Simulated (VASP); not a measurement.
Here is a VASP 6.6.1 calculation.

INCAR

```
PREC = Accurate ; ENCUT = 520
EDIFF = 1E-6 ; ISMEAR = 0
SIGMA = 0.1 ; LREAL = F
LASPH = T ; NELM = 60
ALGO = Normal ; ISIF = 2
LWAVE = F ; LCHARG = F
GGA = PE ; NBANDS = 22
```

Contents of KPOINTS:

```
Automatic mesh
0
Gamma
  6 6 6
```

File POSCAR:

```
Tl2B
1.0
    1.8760625400      1.0831452100      6.3759870800
   -1.8760625400      1.0831452100      6.3759870800
    0.0000000000     -2.1662904200      6.3759870800
Tl B
2 1
Direct
    0.7397471100      0.7397471100      0.7397471100
    0.2602528900      0.2602528900      0.2602528900
    0.0000000000      0.0000000000      0.0000000000
```

Potentials or basis: VASP PAW PBE potentials, release 64 (Tl_d, B).

The run is started by

```console
$ cat potpaw_PBE.64/Tl_d/POTCAR potpaw_PBE.64/B/POTCAR > POTCAR
$ mpirun -np 1 vasp_std > vasp.out
```

Q: Estimate the pressure.

A: 0.7 GPa.

Q: What does it give for the band gap on the k mesh?

A: Zero (an odd number of electrons rules out a gap without spin polarisation).

Q: Predict the largest force.

A: 0.019 eV/Å.

Stress tensor (GPa, compression positive):
```
 1.97  0.00  0.00
 0.00  1.97  0.00
 0.00  0.00 -1.80
```

Caveat: spin-orbit coupling is left out, which moves the levels of the heavy elements.
